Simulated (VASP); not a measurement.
Runs of VASP 6.6.1 on PbSe. The structure is that of space group Fm-3m (No. 225), or close to it. The cells are those of the table. 

| task | cell | cutoff (eV) | gap on the mesh (eV) | pressure (GPa) |
| --- | --- | --- | --- | --- |
| relaxation of cell and atoms | relaxed to 15 GPa from a = 4.369 Å, angles 60.0°, 2 atoms | 600 | (a) | 15.0 |
| single point | a = 4.271 Å, angles 60.0°, 2 atoms | 520 | 0.43 | 4.0 |
| single point | a = 4.089 Å, angles 60.0°, 2 atoms | 520 | 0.17 | 15.1 |
| relaxation of cell and atoms | relaxed to 4 GPa from a = 4.369 Å, angles 60.0°, 2 atoms | 600 | (b) | 4.0 |
| relaxation of cell and atoms | relaxed to 10 GPa from a = 4.369 Å, angles 60.0°, 2 atoms | 600 | 0.11 | 10.0 |
| relaxation of cell and atoms | relaxed to 1 GPa from a = 4.369 Å, angles 60.0°, 2 atoms | 600 | 0.61 | 1.0 |
| relaxation of cell and atoms | relaxed to 7 GPa from a = 4.369 Å, angles 60.0°, 2 atoms | 600 | 0.27 | 7.0 |
| single point | a = 4.341 Å, angles 60.0°, 2 atoms | 520 | 0.61 | 1.0 |
| single point | a = 4.215 Å, angles 60.0°, 2 atoms | 520 | 0.27 | 7.0 |
| relaxation of cell and atoms | relaxed to 2 GPa from a = 4.369 Å, angles 60.0°, 2 atoms | 600 | 0.55 | 2.0 |
| single point | a = 4.316 Å, angles 60.0°, 2 atoms | 520 | 0.55 | 2.0 |
| single point | a = 4.165 Å, angles 60.0°, 2 atoms | 520 | 0.11 | 10.0 |

Alike in all rows: level r2SCAN; potentials or basis VASP PAW PBE potentials, release 64 (Pb_d, Se); no spin polarisation; k mesh 6 × 6 × 6; smearing gaussian 0.01 eV.

Task: Fill in the values left out.

Result: (a) 0.16; (b) 0.44.

Caveats: the PAW data sets were made with another functional, which shifts forces and pressure a little; spin-orbit coupling is left out, which moves the levels of the heavy elements; the cell is relaxed towards a set pressure, so the run minimises the enthalpy, not the energy (at least some runs); the cell stands under pressure (at least some runs).

A k mesh can miss the band edges, and the runs leave out spin-orbit coupling on Pb, Se.
